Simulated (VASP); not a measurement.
A run of VASP 6.6.1:

The input INCAR:

```
SYSTEM = CdAu
ALGO = Fast
EDIFF = 1E-7
ENCUT = 520
GGA = PS
ISIF = 2
ISMEAR = 0
LASPH = .TRUE.
LCHARG = .FALSE.
LREAL = .FALSE.
LWAVE = .FALSE.
NBANDS = 18
NELM = 100
PREC = Accurate
SIGMA = 0.15
```

File KPOINTS:

```
k-points
0
G
  18 18 12
  0 0 0
```

The input POSCAR:

```
CdAu
1.0
    3.1969278026      0.0000000000      0.0000000000
   -1.5984639013      2.7686206911      0.0000000000
    0.0000000000      0.0000000000      4.5709673721
Cd Au
1 1
Direct
    0.0000000000      0.0000000000      0.0000000000
    0.3333333333      0.6666666667      0.5000000000
```

Potentials or basis: VASP PAW PBE potentials, release 64 (Cd, Au).

The run is started by

```bash
$ cat potpaw_PBE.64/Cd/POTCAR potpaw_PBE.64/Au/POTCAR > POTCAR
$ mpirun -np 1 vasp_std > vasp.out
```

Hardware: 1 thread of Oxide Virtual Turin-like Processor, on a shared host.

Task: How long does it take, and how much memory?

Result: It took 94 s on 1 thread of Oxide Virtual Turin-like Processor (shared host), peak memory 0.28 GiB. Counts: scf iterations 14, k points 259.
